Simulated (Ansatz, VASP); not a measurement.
Cd2S in VASP and in Ansatz

```
Cd S
1.0
    -2.60598    2.60598    3.70297
     2.60598   -2.60598    3.70297
     2.60598    2.60598   -3.70297
Cd S
2 1
Cartesian
  0.0000 0.0000 5.0016
  0.0000 0.0000 2.4043
  0.0000 0.0000 0.0000
```

Alike in both runs: task relaxation of cell and atoms; functional PBE; k mesh 10 × 10 × 10; occupations gaussian, width 0.01 eV; no spin polarisation.

|  | VASP | Ansatz |
| --- | --- | --- |
| version | VASP 6.6.1 | Ansatz 0.2.0 |
| potentials or method | VASP PAW PBE potentials, release 64 (Cd, S), cutoff 500 eV | scalar-relativistic, plane waves, PAW |
| valence electrons in the cell | 30 | 46 |

VASP gave:

* gap on the k mesh at the Fermi level, each at its own relaxed structure (eV): 0.19
* relaxed volume (Å³/atom): 33.64
* relaxed cell length with the largest relative difference (Å): 5.233

Q: Estimate Ansatz's values.

A: gap on the k mesh at the Fermi level, each at its own relaxed structure (eV): 0.23; relaxed volume (Å³/atom): 33.53; relaxed cell length with the largest relative difference (Å): 5.224.

VASP's potentials hold 30 valence electrons a cell and Ansatz's 46, so a difference there can come from the potentials and not from the codes.
